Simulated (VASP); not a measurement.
# Zn (C2/m) in VASP: density of states with LDA

Aim: the density of states of Zn with LDA.

Program: VASP 6.6.1. These are calculated values, not measurements. Logs are shortened: lines on timing, memory, paths and dates and some standing lists are left out, and cuts for length are marked.

### 1 The cell of the first run

It takes space group C2/m (No. 12, monoclinic). Conventional cell: a = 4.536 Å, b = 2.617 Å, c = 7.472 Å, α = 90.00°, β = 102.30°, γ = 90.00°. Zn (site symmetry m) has 12 Zn at 2.62 to 2.89 Å within 3.5 Å. Zn (site symmetry 2/m) has 12 Zn at 2.62 to 2.89 Å within 3.5 Å.

### 2 Density of states, LDA

POSCAR reads:

```
Zn
1.0
    2.2681701736     -1.3084870100      0.0000000000
    2.2681701736      1.3084870100      0.0000000000
   -1.5917165425      0.0000000000      7.3004081919
Zn
3
Direct
    0.7780178600      0.7780178600      0.3345049800
    0.2219821400      0.2219821400      0.6654950200
    0.0000000000      0.0000000000      0.0000000000
```

INCAR.step1 reads:

```
SYSTEM = Zn
PREC = Accurate
ENCUT = 520
EDIFF = 1E-6
ISMEAR = -1
SIGMA = 0.05
LREAL = .FALSE.
LASPH = .TRUE.
NELM = 80
ALGO = Normal
ISIF = 2
LWAVE = .FALSE.
LCHARG = .TRUE.
GGA = CA
NBANDS = 25
```

KPOINTS.step1 reads:

```
Automatic mesh
0
G
  7 7 2
  0 0 0
```

INCAR.step2 reads:

```
SYSTEM = Zn
PREC = Accurate
ENCUT = 520
EDIFF = 1E-6
ISMEAR = -5
SIGMA = 0.05
LREAL = .FALSE.
LASPH = .TRUE.
NELM = 80
ALGO = Normal
ISIF = 2
LWAVE = .FALSE.
LCHARG = .FALSE.
GGA = CA
LORBIT = 11
NEDOS = 1001
ICHARG = 11
```

KPOINTS.step2 reads:

```
Automatic mesh
0
G
  11 11 3
  0 0 0
```

Potentials or basis: VASP PAW LDA potentials, release 64 (Zn).

Command:

```sh
cat potpaw_LDA.64/Zn/POTCAR > POTCAR
cp INCAR.step1 INCAR
cp KPOINTS.step1 KPOINTS
mpirun -np 1 vasp_std > vasp.out
cp INCAR.step2 INCAR
cp KPOINTS.step2 KPOINTS
mpirun -np 1 vasp_std > vasp.out
```

OUTCAR:

```text
SYSTEM = Zn
   PREC = Accurate
   ENCUT = 520
   EDIFF = 1E-6
   ISMEAR = -5
   LREAL = .FALSE.
   LASPH = .TRUE.
   NELM = 80
   ISIF = 2
   GGA = CA
   LORBIT = 11
   ICHARG = 11

 ion  position               nearest neighbor table
   1  0.778  0.778  0.335-   2 2.84   2 2.86   2 2.86   3 2.86   3 2.86   3 2.89
   2  0.222  0.222  0.665-   1 2.84   1 2.86   1 2.86   3 2.86   3 2.86   3 2.89
   3  0.000  0.000  0.000-   1 2.86   1 2.86   2 2.86   2 2.86   1 2.89   2 2.89

  LATTYP: Found a base centered monoclinic cell.
 ALAT       =     4.5363403472
 B/A-ratio  =     0.5768910222
 C/A-ratio  =     1.6471240986
 COS(beta)  =    -0.2130265715

  Lattice vectors:

 A1 = (   2.2681701736,  -1.3084870100,   0.0000000000)
 A2 = (   2.2681701736,   1.3084870100,   0.0000000000)
 A3 = (  -1.5917165425,   0.0000000000,   7.3004081919)

Analysis of symmetry for initial positions (statically):
=====================================================================
 Subroutine PRICEL returns:
 Original cell was already a primitive cell.

 Routine SETGRP: Setting up the symmetry group for a
 base centered monoclinic supercell.

 Subroutine GETGRP returns: Found  4 space group operations
 (whereof  4 operations were pure point group operations)
 out of a pool of  4 trial point group operations.

The static configuration has the point symmetry C_2h.

Analysis of symmetry for dynamics (positions and initial velocities):
=====================================================================
 Subroutine PRICEL returns:
 Original cell was already a primitive cell.

 Routine SETGRP: Setting up the symmetry group for a
 base centered monoclinic supercell.

 Subroutine GETGRP returns: Found  4 space group operations
 (whereof  4 operations were pure point group operations)
 out of a pool of  4 trial point group operations.

The dynamic configuration has the point symmetry C_2h.

 Subroutine INISYM returns: Found  4 space group operations
 (whereof  4 operations are pure point group operations),
 and found     1 'primitive' translations

----------------------------------------------------------------------------------------

                                     Primitive cell

  volume of cell :      43.3333

  direct lattice vectors                    reciprocal lattice vectors
     2.268170174 -1.308487010  0.000000000     0.220442013 -0.382120721  0.048063230
     2.268170174  1.308487010  0.000000000     0.220442013  0.382120721  0.048063230
    -1.591716542  0.000000000  7.300408192     0.000000000  0.000000000  0.136978642

  length of vectors
     2.618536651  2.618536651  7.471915505     0.443757818  0.443757818  0.136978642

  position of ions in fractional coordinates (direct lattice)
     0.778017860  0.778017860  0.334504980
     0.221982140  0.221982140  0.665495020
     0.000000000  0.000000000  0.000000000

  ion indices of the primitive-cell ions
   primitive index   ion index
                 1           1
                 2           2
                 3           3

----------------------------------------------------------------------------------------

 KPOINTS: Automatic mesh

Automatic generation of k-mesh.
 Grid dimensions read from file:
 generate k-points for:   11   11    3

 Generating k-lattice:

  Cartesian coordinates                     Fractional coordinates (reciprocal lattice)
     0.020040183 -0.034738247  0.004369385     0.090909091 -0.000000000  0.000000000
     0.020040183  0.034738247  0.004369385    -0.000000000  0.090909091  0.000000000
     0.000000000  0.000000000  0.045659547     0.000000000  0.000000000  0.333333333

  Length of vectors
     0.040341620  0.040341620  0.045659547

  Shift w.r.t. Gamma in fractional coordinates (k-lattice)
     0.000000000  0.000000000  0.000000000

 TETIRR: Found    549 inequivalent tetrahedra from     2178

 Subroutine IBZKPT returns following result:
 ===========================================

 Found    102 irreducible k-points:

 Following reciprocal coordinates:
            Coordinates               Weight
  0.000000  0.000000  0.000000      1.000000
  0.090909  0.000000  0.000000      4.000000
  0.181818 -0.000000  0.000000      4.000000
  0.272727  0.000000 -0.000000      4.000000
  0.363636  0.000000  0.000000      4.000000
  0.454545  0.000000  0.000000      4.000000
[... 16 lines left out ...]
 -0.272727  0.181818  0.000000      4.000000
 -0.181818  0.181818  0.000000      2.000000
 [... further k-points ...]
   k-points           NKPTS =    102   k-points in BZ     NKDIM =    102   number of bands    NBANDS=     22
   number of dos      NEDOS =   1001   number of ions     NIONS =      3
   total plane-waves  NPLWV =  22400
   dimension x,y,z NGX =    20 NGY =   20 NGZ =   56
   dimension x,y,z NGXF=    40 NGYF=   40 NGZF=  112
   ions per type =               3
   NGX,Y,Z   is equivalent  to a cutoff of  12.70, 12.70, 12.46 a.u.
   NGXF,Y,Z  is equivalent  to a cutoff of  25.40, 25.40, 24.92 a.u.
 SYSTEM =  Zn
   PREC   = accura    normal or accurate (medium, high low for compatibility)
   ISTART =      0    job   : 0-new  1-cont  2-samecut
   ICHARG =     11    charge: 1-file 2-atom 10-const
   ISPIN  =      1    spin polarized calculation?
   LNONCOLLINEAR =      F non collinear calculations
   LSORBIT =      F    spin-orbit coupling
   LASPH  =      T    aspherical Exc in radial PAW
   ENCUT  =  520.0 eV  38.22 Ry    6.18 a.u.   4.87  4.87 13.89*2*pi/ulx,y,z
   NELM   =     80;   NELMIN=  2; NELMDL=  0     # of ELM steps
   EDIFF  = 0.1E-05   stopping-criterion for ELM
   LREAL  =      F    real-space projection
   EDIFFG = 0.1E-04   stopping-criterion for IOM
   NSW    =      0    number of steps for IOM
   IBRION =     -1    ionic relax: 0-MD 1-quasi-New 2-CG
   NFREE  =      0    steps in history (QN), initial steepest desc. (CG)
   ISIF   =      2    stress and relaxation
   ISYM   =      2    0-nonsym 1-usesym 2-fastsym
   POTIM  = 0.5000    time-step for ionic-motion
   TEBEG  =    0.0;   TEEND  =   0.0 temperature during run
   PSTRESS=    0.0 pullay stress
   NELECT =      36.0000    total number of electrons
   NUPDOWN=      -1.0000    fix difference up-down
   EMIN   =  10.00;   EMAX   =-10.00  energy-range for DOS
   EFERMI =   0.00;   METHOD = LEGACY
   ISMEAR =    -5;   SIGMA  =   0.05  broadening in eV -4-tet -1-fermi 0-gaus
   EFERMI_NEDOS =   21; number of points for ismear=-14 and -15
   IALGO  =     38    algorithm
   IMIX   =      4    mixing-type and parameters
     AMIX     =   0.40;   BMIX     =  1.00
     AMIX_MAG =   1.60;   BMIX_MAG =  1.00
  volume/ion in A,a.u.               =      14.44        97.48
  Fermi-wavevector in a.u.,A,eV,Ry     =   1.538987  2.908264 32.225138  2.368481
  Thomas-Fermi vector in A             =   2.645278
   LORBIT       =     11    0 simple, 1 ext, 2 COOP (PROOUT), +10 PAW based schemes
   GGA     = CA    functional components
   LHFCALC =     F    Hartree Fock is set to
   AEXX    =    0.0000 exact exchange contribution
   IVDW    =     0    specifies the selected vdW correction
   LEPSILON=     F    determine dielectric tensor
   LRPA    =     F    only Hartree local field effects (RPA)
 non-spin polarized calculation
 Fermi weights with tetrahedron method with Bloechl corrections
  energy-cutoff  :      520.00
  volume of cell :       43.33
 maximum number of plane-waves:      1186

 number of electron      36.0000002 magnetization

 Free energy of the ion-electron system (eV)
  ---------------------------------------------------
  ext. energy  EPLUGINS =         0.00000000
  ---------------------------------------------------
  free energy    TOTEN  =        -5.55644920 eV

  energy without entropy =       -5.55644920  energy(sigma->0) =       -5.55644920

 E-fermi :   3.1612     XC(G=0): -12.1628

 val. band max:        3.4438849147   @ k =   0.4545   0.0909   0.3333
 cond. band min:       2.7377135030   @ k =   0.2727   0.0000   0.3333
 fundamental gap:     -0.7061714117
 Fermi energy:         3.1611826022

 k-point     1 :       0.0000    0.0000    0.0000
  band No.  band energies     occupation
      1      -7.5638      2.00000
      2      -5.8131      2.00000
      3      -5.8107      2.00000
      4      -4.8978      2.00000
      5      -4.6495      2.00000
      6      -4.6484      2.00000
[... 14 lines left out ...]
     21      17.2182      0.00000
     22      21.0793      0.00000

 k-point     2 :       0.0909    0.0000    0.0000
  band No.  band energies     occupation
      1      -7.3075      2.00000
      2      -5.6832      2.00000
      3      -5.6328      2.00000
      4      -4.8683      2.00000
      5      -4.6864      2.00000
      6      -4.6668      2.00000
[... 14 lines left out ...]
     21      17.4183      0.00000
     22      18.0640      0.00000

 k-point     3 :       0.1818   -0.0000    0.0000
  band No.  band energies     occupation
      1      -6.5747      2.00000
      2      -5.3490      2.00000
      3      -5.2922      2.00000
      4      -4.8292      2.00000
      5      -4.7898      2.00000
      6      -4.7435      2.00000
[... 14 lines left out ...]
     21      13.6098      0.00000
     22      14.8312      0.00000
[... 476 lines left out ...]
 k-point    23 :      -0.2727    0.1818    0.0000
  band No.  band energies     occupation
      1      -5.1397      2.00000
      2      -5.1045      2.00000
      3      -5.0486      2.00000
      4      -4.9997      2.00000
      5      -4.9146      2.00000
      6      -4.6705      2.00000
[... 14 lines left out ...]
     21       9.0655      0.00000
     22       9.3973      0.00000

 k-point    24 :      -0.1818    0.1818    0.0000
  band No.  band energies     occupation
      1      -5.1510      2.00000
      2      -5.0284      2.00000
      3      -5.0240      2.00000
      4      -4.9391      2.00000
      5      -4.8939      2.00000
      6      -4.8199      2.00000
[... 14 lines left out ...]
     21      10.2225      0.00000
     22      10.3427      0.00000

 [... further k-points ...]
[... 5 lines left out ...]
  --------------------------------------------------------------------------------------
  -------------------------------------------------------------------------------------
  Total       -1.0616765     -1.1363128     -0.4446540      0.0000000      0.0000000      0.0547310
  in kB      -39.2536997    -42.0132520    -16.4403334      0.0000000      0.0000000      2.0235868
  external PRESSURE =     -32.5690950 kB  Pullay stress =       0.0000000 kB

 VOLUME and BASIS-vectors are now :
 -----------------------------------------------------------------------------
  energy-cutoff  :      520.00
  volume of cell :       43.33
      direct lattice vectors                 reciprocal lattice vectors
     2.268170174 -1.308487010  0.000000000     0.220442013 -0.382120721  0.048063230
     2.268170174  1.308487010  0.000000000     0.220442013  0.382120721  0.048063230
    -1.591716542  0.000000000  7.300408192     0.000000000  0.000000000  0.136978642

 POSITION                                       TOTAL-FORCE (eV/Angst)
 -----------------------------------------------------------------------------------
      2.99692      0.00000      2.44202        -0.003168      0.000000      0.019365
     -0.05229      0.00000      4.85839         0.003168      0.000000     -0.019365
      0.00000      0.00000      0.00000         0.000000     -0.000000      0.000000
 -----------------------------------------------------------------------------------
    total drift:                                0.000000      0.000000     -0.000000

  FREE ENERGIE OF THE ION-ELECTRON SYSTEM (eV)
  ---------------------------------------------------
  free  energy   TOTEN  =        -5.5564491998 eV

  energy  without entropy=       -5.5564491998  energy(sigma->0) =       -5.55644920

 total charge

# of ion       s       p       d       tot
------------------------------------------
    1        0.615   0.485   9.726  10.825
    2        0.615   0.485   9.726  10.825
    3        0.607   0.486   9.722  10.816
--------------------------------------------------
tot          1.837   1.456  29.174  32.466
```

It took 39 s on 1 thread of Intel Xeon Platinum 8488C (Sapphire Rapids), shared host; peak memory 0.19 GiB.

What came out:

* Valence electrons inside the program's atomic spheres: Zn 10.82

Levels at points of the mesh, in eV from the Fermi level:
```
           k point  band 15  band 16  band 17  band 18  band 19  band 20  band 21  band 22
(0.00, 0.00, 0.00)    -7.20    -7.20    -6.95    -6.91     1.74     1.80    14.06    17.92
```

Caveat: the k points lie up to 0.43 Å⁻¹ apart; tetrahedron occupations give inexact forces and stress in metals.
